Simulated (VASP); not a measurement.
# BaTiO3: single point with LDA

BaTiO3:

```
Ba Ti O
1.0
     4.11010    0.00000    0.00000
     0.00000    4.11010    0.00000
     0.00000    0.00000    4.11010
Ba Ti O
1 1 3
Direct
  0.50000 0.50000 0.50000
  0.00000 0.00000 0.00000
  0.50000 0.00000 0.00000
  0.00000 0.50000 0.00000
  0.00000 0.00000 0.50000
```

| Item | Value |
| --- | --- |
| Program | VASP 6.6.1 |
| Task | single point |
| Functional | LDA |
| Potentials or basis | VASP PAW LDA potentials, release 64 (Ba_sv, Ti_sv, O) |
| Cutoff | 520 eV |
| k mesh | 6 × 6 × 6 |
| Occupations | gaussian, width 0.01 eV |
| Spin | no spin polarisation |
| Dipole correction | no |
| Further INCAR settings | ALGO = Normal; EDIFF = 1e-06; NBANDS = 28 |

- Pressure: -17.5 GPa
- Band gap on the k mesh: 1.51 eV, indirect (least direct gap 1.71 eV)

Levels at points of the mesh, in eV from the valence-band top:
| k point | band 17 | band 18 | band 19 | band 20 | band 21 | band 22 | band 23 | band 24 |
| --- | --- | --- | --- | --- | --- | --- | --- | --- |
| (0.00, 0.00, 0.00) | -0.99 | -0.21 | -0.21 | -0.21 | 1.51 | 1.51 | 1.51 | 3.42 |
| (0.50, 0.00, 0.00) | -1.76 | -1.75 | -0.72 | -0.72 | 1.64 | 3.08 | 3.08 | 3.43 |
| (0.50, 0.50, 0.00) | -1.75 | -0.90 | -0.90 | -0.08 | 3.08 | 3.08 | 3.46 | 4.17 |
| (0.50, 0.50, 0.50) | -2.42 | 0.00 | 0.00 | 0.00 | 3.67 | 3.67 | 3.67 | 6.30 |

Run time: 38 s on 1 thread of Intel(R) Xeon(R) Platinum 8488C (Sapphire Rapids), with other jobs on the host, peak memory 0.18 GiB.

Caveat: spin-orbit coupling is left out, which moves the levels of the heavy elements. LDA gaps usually lie below the measured ones, often by a third to a half.
